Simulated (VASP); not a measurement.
# TiO2 (P1) in VASP: single point with r2SCAN

Aim: the single point of TiO2 with r2SCAN.

All numbers are computed with VASP 6.6.1; they aren't measurements. Logs are shortened: lines on timing, memory, paths and dates and some standing lists are left out, and cuts for length are marked.

## Step 1: The cell of the first run

The typed cell holds 9 atoms: a = 5.562 Å, b = 5.562 Å, c = 6.060 Å, α = 90.00°, β = 90.00°, γ = 120.00°.

## Step 2: Single point, r2SCAN (atom 4 (O) moved -0.100 Å along Cartesian [1 1 0])

File POSCAR:

```
TiO2
1.0
    5.5619881362      0.0000000000      0.0000000000
   -2.7809940681      4.8168230215      0.0000000000
    0.0000000000      0.0000000000      6.0602254533
Ti O
3 6
Direct
    0.4661652404      0.0000000000      0.3333333333
    0.0000000000      0.4661652404      0.6666666667
    0.5338347596      0.5338347596      0.0000000000
    0.3988891711      0.2570577455      0.2136009961
    0.7282623134      0.1472046569      0.5469343295
    0.8527953431      0.5810576565      0.8802676628
    0.2717376866      0.4189423435      0.7863990039
    0.1472046569      0.7282623134      0.4530656705
    0.5810576565      0.8527953431      0.1197323372
```

File INCAR.step1:

```
PREC = Accurate ; ENCUT = 520
ISMEAR = 0 ; SIGMA = 0.05
LREAL = False ; LASPH = True
NELM = 80 ; NBANDS = 46
GGA = PE ; ALGO = Normal
EDIFF = 1E-4 ; LWAVE = True
LCHARG = False
```

File INCAR.step2:

```
PREC = Accurate ; ENCUT = 520
EDIFF = 1E-6 ; ISMEAR = 0
SIGMA = 0.05 ; LREAL = False
LASPH = True ; NELM = 80
ALGO = Normal ; ISIF = 2
LWAVE = False ; LCHARG = False
METAGGA = R2SCAN ; LMIXTAU = True
NBANDS = 46 ; ISTART = 1
```

File KPOINTS:

```
regular mesh
0
Gamma
  6 6 4
```

Potentials or basis: VASP PAW PBE potentials, release 64 (Ti_sv, O).

Launch:

```console
$ cat potpaw_PBE.64/Ti_sv/POTCAR potpaw_PBE.64/O/POTCAR > POTCAR
$ cp INCAR.step1 INCAR
$ mpirun -np 1 vasp_std > vasp.out
$ cp INCAR.step2 INCAR
$ mpirun -np 1 vasp_std > vasp.out
```

OUTCAR:

```text
PREC = Accurate
   ENCUT = 520
   EDIFF = 1E-6
   ISMEAR = 0
   LREAL = False
   LASPH = True
   NELM = 80
   ISIF = 2
   METAGGA = R2SCAN
   ISTART = 1

 ion  position               nearest neighbor table
   1  0.466  0.000  0.333-   4 1.80   8 1.81   9 1.81   5 1.81
   2  0.000  0.466  0.667-   7 1.81   5 1.81   6 1.81   8 1.81
   3  0.534  0.534  0.000-   6 1.81   9 1.81   7 1.81   4 1.86
   4  0.399  0.257  0.214-   1 1.80   3 1.86
   5  0.728  0.147  0.547-   2 1.81   1 1.81
   6  0.853  0.581  0.880-   3 1.81   2 1.81
   7  0.272  0.419  0.786-   2 1.81   3 1.81
   8  0.147  0.728  0.453-   1 1.81   2 1.81
   9  0.581  0.853  0.120-   3 1.81   1 1.81

  LATTYP: Found a hexagonal cell.
 ALAT       =     5.5619881362
 C/A-ratio  =     1.0895789967

  Lattice vectors:

 A1 = (   5.5619881362,   0.0000000000,   0.0000000000)
 A2 = (  -2.7809940681,   4.8168230215,   0.0000000000)
 A3 = (   0.0000000000,   0.0000000000,   6.0602254533)

Analysis of symmetry for initial positions (statically):
=====================================================================
 Subroutine PRICEL returns:
 Original cell was already a primitive cell.

 Routine SETGRP: Setting up the symmetry group for a
 hexagonal supercell.

 Subroutine GETGRP returns: Found  1 space group operations
 (whereof  1 operations were pure point group operations)
 out of a pool of 24 trial point group operations.

The static configuration has the point symmetry C_1 .

Analysis of symmetry for dynamics (positions and initial velocities):
=====================================================================
 Subroutine PRICEL returns:
 Original cell was already a primitive cell.

 Routine SETGRP: Setting up the symmetry group for a
 hexagonal supercell.

 Subroutine GETGRP returns: Found  1 space group operations
 (whereof  1 operations were pure point group operations)
 out of a pool of 24 trial point group operations.

The dynamic configuration has the point symmetry C_1 .

 Subroutine INISYM returns: Found  1 space group operations
 (whereof  1 operations are pure point group operations),
 and found     1 'primitive' translations

[... 112 lines left out ...]
   IBRION =     -1    ionic relax: 0-MD 1-quasi-New 2-CG
   NFREE  =      0    steps in history (QN), initial steepest desc. (CG)
   ISIF   =      2    stress and relaxation
   ISYM   =      2    0-nonsym 1-usesym 2-fastsym
   POTIM  = 0.5000    time-step for ionic-motion
   TEBEG  =    0.0;   TEEND  =   0.0 temperature during run
   PSTRESS=    0.0 pullay stress
   NELECT =      72.0000    total number of electrons
   NUPDOWN=      -1.0000    fix difference up-down
   EMIN   =  10.00;   EMAX   =-10.00  energy-range for DOS
   EFERMI =   0.00;   METHOD = LEGACY
   ISMEAR =     0;   SIGMA  =   0.05  broadening in eV -4-tet -1-fermi 0-gaus
   EFERMI_NEDOS =   21; number of points for ismear=-14 and -15
   IALGO  =     38    algorithm
   IMIX   =      4    mixing-type and parameters
     AMIX     =   0.40;   BMIX     =  1.00
     AMIX_MAG =   1.60;   BMIX_MAG =  1.00
  volume/ion in A,a.u.               =      18.04       121.74
  Fermi-wavevector in a.u.,A,eV,Ry     =   1.248416  2.359163 21.205241  1.558541
  Thomas-Fermi vector in A             =   2.382503
   LORBIT       =      0    0 simple, 1 ext, 2 COOP (PROOUT), +10 PAW based schemes
   METAGGA = R2SCAN    functional components
   LHFCALC =     F    Hartree Fock is set to
   AEXX    =    0.0000 exact exchange contribution
   IVDW    =     0    specifies the selected vdW correction
   LEPSILON=     F    determine dielectric tensor
   LRPA    =     F    only Hartree local field effects (RPA)
 non-spin polarized calculation
 Gauss-broadening in eV      SIGMA  =   0.05
  energy-cutoff  :      520.00
  volume of cell :      162.36
 maximum number of plane-waves:      4433
 NGX is ok and might be reduce to    42
   NGX = 21   NGY = 21   NGZ = 23

 number of electron      72.0000001 magnetization

 Free energy of the ion-electron system (eV)
  ---------------------------------------------------
  ext. energy  EPLUGINS =         0.00000000
  ---------------------------------------------------
  free energy    TOTEN  =      -103.41102801 eV

  energy without entropy =     -103.41102801  energy(sigma->0) =     -103.41102801

 E-fermi :  -1.0573     XC(G=0):  -8.6001

 val. band max:       -1.3450976473   @ k =   0.0000   0.0000   0.5000
 cond. band min:       2.7120435490   @ k =   0.0000   0.0000   0.5000
 fundamental gap:      4.0571411964
 Fermi energy:        -1.0572778416

 k-point     1 :       0.0000    0.0000    0.0000
  band No.  band energies     occupation
      1     -58.8549      2.00000
      2     -58.7591      2.00000
      3     -58.6823      2.00000
      4     -34.2207      2.00000
      5     -34.1929      2.00000
      6     -34.1465      2.00000
[... 1165 lines left out ...]
     45       4.9776      0.00000
     46       5.4802      0.00000

 [... further k-points ...]

------------------------ aborting loop because EDIFF is reached ----------------------------------------

  FORCE on cell =-STRESS in cart. coord.  units (eV):
  Direction    XX          YY          ZZ          XY          YZ          ZX
  --------------------------------------------------------------------------------------
  -------------------------------------------------------------------------------------
  Total        0.5365351     -0.2377306      0.1303801     -0.1150010      0.7537848     -0.0389318
  in kB        5.2945513     -2.3459364      1.2865962     -1.1348346      7.4383816     -0.3841806
  external PRESSURE =       1.4117371 kB  Pullay stress =       0.0000000 kB

 VOLUME and BASIS-vectors are now :
 -----------------------------------------------------------------------------
  energy-cutoff  :      520.00
  volume of cell :      162.36
      direct lattice vectors                 reciprocal lattice vectors
     5.561988136  0.000000000  0.000000000     0.179791825  0.103802859  0.000000000
    -2.780994068  4.816823022  0.000000000     0.000000000  0.207605718  0.000000000
     0.000000000  0.000000000  6.060225453     0.000000000  0.000000000  0.165010363

 POSITION                                       TOTAL-FORCE (eV/Angst)
 -----------------------------------------------------------------------------------
      2.59281      0.00000      2.02008        -0.251330     -0.059969      0.005802
     -1.29640      2.24544      4.04015         0.024511     -0.020601     -0.142274
      1.48459      2.57139      0.00000        -0.151150     -0.553947      0.473816
      1.50374      1.23820      1.29447         0.132851      0.763965     -0.516200
      3.64121      0.70906      3.31455         0.064594      0.074422      0.105273
      3.12732      2.79885      5.33462        -0.105747      0.019669      0.168831
      0.34633      2.01797      4.76576         0.162375      0.043890      0.039844
     -1.20654      3.50791      2.74568        -0.046001     -0.126486      0.053323
      0.86022      4.10776      0.72560         0.169898     -0.140944     -0.188415
 -----------------------------------------------------------------------------------
    total drift:                                0.000037      0.000157      0.000140

  FREE ENERGIE OF THE ION-ELECTRON SYSTEM (eV)
  ---------------------------------------------------
  free  energy   TOTEN  =      -103.4110280077 eV

  energy  without entropy=     -103.4110280077  energy(sigma->0) =     -103.41102801
```

OUTCAR.step1:

```text
PREC = Accurate
   ENCUT = 520
   ISMEAR = 0
   LREAL = False
   LASPH = True
[... 1425 lines left out ...]
      3.12732      2.79885      5.33462        -0.057625      0.107864      0.209274
      0.34633      2.01797      4.76576         0.204134     -0.043806     -0.008196
     -1.20654      3.50791      2.74568        -0.141893     -0.117160      0.003939
      0.86022      4.10776      0.72560         0.217738     -0.054124     -0.232182
 -----------------------------------------------------------------------------------
    total drift:                                0.001285     -0.000806      0.001867

  FREE ENERGIE OF THE ION-ELECTRON SYSTEM (eV)
  ---------------------------------------------------
  free  energy   TOTEN  =       -80.3477280393 eV

  energy  without entropy=      -80.3477280393  energy(sigma->0) =      -80.34772804
```

OSZICAR.step1:

```text
N       E                     dE             d eps       ncg     rms          rms(c)
DAV:   1     0.103862208858E+04    0.10386E+04   -0.36617E+04  7176   0.167E+03
DAV:   2     0.740361455254E+02   -0.96459E+03   -0.92642E+03  8086   0.510E+02
DAV:   3    -0.905487535243E+02   -0.16458E+03   -0.16338E+03  9294   0.205E+02
DAV:   4    -0.103965624131E+03   -0.13417E+02   -0.13398E+02 11688   0.566E+01
DAV:   5    -0.104759479803E+03   -0.79386E+00   -0.79362E+00 10364   0.102E+01    0.434E+01
DAV:   6    -0.810055364454E+02    0.23754E+02   -0.18076E+02 10932   0.999E+01    0.177E+01
DAV:   7    -0.805890951642E+02    0.41644E+00   -0.43026E+01 10282   0.403E+01    0.124E+01
DAV:   8    -0.803434489688E+02    0.24565E+00   -0.41677E+00  9190   0.175E+01    0.336E+00
DAV:   9    -0.803485486541E+02   -0.50997E-02   -0.70666E-01 10920   0.584E+00    0.153E+00
DAV:  10    -0.803457542337E+02    0.27944E-02   -0.56125E-02 10608   0.290E+00    0.914E-01
DAV:  11    -0.803480146939E+02   -0.22605E-02   -0.64156E-02  9432   0.219E+00    0.313E-01
DAV:  12    -0.803474734560E+02    0.54124E-03   -0.76413E-03  9040   0.757E-01    0.947E-02
DAV:  13    -0.803477117886E+02   -0.23833E-03   -0.56848E-04  8318   0.161E-01    0.276E-02
DAV:  14    -0.803477280393E+02   -0.16251E-04   -0.68504E-05  4952   0.653E-02
   1 F= -.80347728E+02 E0= -.80347728E+02  d E =-.275512E-20
```

Run time: 39 min. Hardware: 1 thread of Oxide Virtual Turin-like, shared host; peak memory 0.54 GiB.

Results:

| Property | Result |
| --- | --- |
| Free energy | -103.4110 eV |
| Pressure | 0.1 GPa |
| Largest force | 0.932 eV/Å |
| Band gap on the k mesh | 4.06 eV |

Forces on the atoms (eV/Å):
```
Ti  -0.251 -0.060  0.006
Ti   0.025 -0.021 -0.142
Ti  -0.151 -0.554  0.474
O    0.133  0.764 -0.516
O    0.065  0.074  0.105
O   -0.106  0.020  0.169
O    0.162  0.044  0.040
O   -0.046 -0.126  0.053
O    0.170 -0.141 -0.188
```

Caveat: the cell differs from its parent crystal (atom 4 (O) moved -0.100 Å along Cartesian [1 1 0]); the PAW data sets were made with another functional, which shifts forces and pressure a little. A k mesh can miss the band edges.
